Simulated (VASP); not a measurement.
Write the native input for VASP 6.6.1 that does the following.

- Task: single point
- Functional: PBE
- Potentials or basis: VASP PAW PBE potentials, release 64 (Mo_sv, S)
- Cutoff: 520 eV
- k mesh: 10 × 10 × 10
- Occupations: fermi-dirac, width 0.05 eV
- Spin: no spin polarisation
- Dipole correction: no
- Further INCAR settings: ALGO = Normal; EDIFF = 1e-07; NBANDS = 20

The structure of MoS2 lies in POSCAR:

```
MoS2
1.0
    1.5919737044      0.9191264496      6.1638812343
   -1.5919737044      0.9191264496      6.1638812343
    0.0000000000     -1.8382528992      6.1638812343
Mo S
1 2
Direct
    0.0000000000      0.0000000000      0.0000000000
    0.7484000000      0.7484000000      0.7484000000
    0.5849000000      0.5849000000      0.5849000000
```

This cell differs from its parent crystal: volume scaled by 1.02.

One way to write it, as run:

INCAR

```
SYSTEM = MoS2
PREC = Accurate
ENCUT = 520
EDIFF = 1E-7
ISMEAR = -1
SIGMA = 0.05
LREAL = .FALSE.
LASPH = .TRUE.
NELM = 60
ALGO = Normal
ISIF = 2
LWAVE = .FALSE.
LCHARG = .TRUE.
GGA = PE
LELF = .TRUE.
LVHAR = .TRUE.
NBANDS = 20
```

KPOINTS

```
regular mesh
0
G
  10 10 10
  0 0 0
```

Potentials or basis: VASP PAW PBE potentials, release 64 (Mo_sv, S).

Command:

```console
$ cat potpaw_PBE.64/Mo_sv/POTCAR potpaw_PBE.64/S/POTCAR > POTCAR
$ mpirun -np 1 vasp_std > vasp.out
```

Results of the run:

| Property | Result |
| --- | --- |
| Pressure | 5.8 GPa |
| Largest force | 0.911 eV/Å |
| Band gap on the k mesh | 0.81 eV, indirect (least direct gap 1.87 eV) |

Run time: 3.6 min on 1 thread of Intel(R) Xeon(R) 6975P-C (Granite Rapids), with other jobs on the host, peak memory 0.38 GiB.
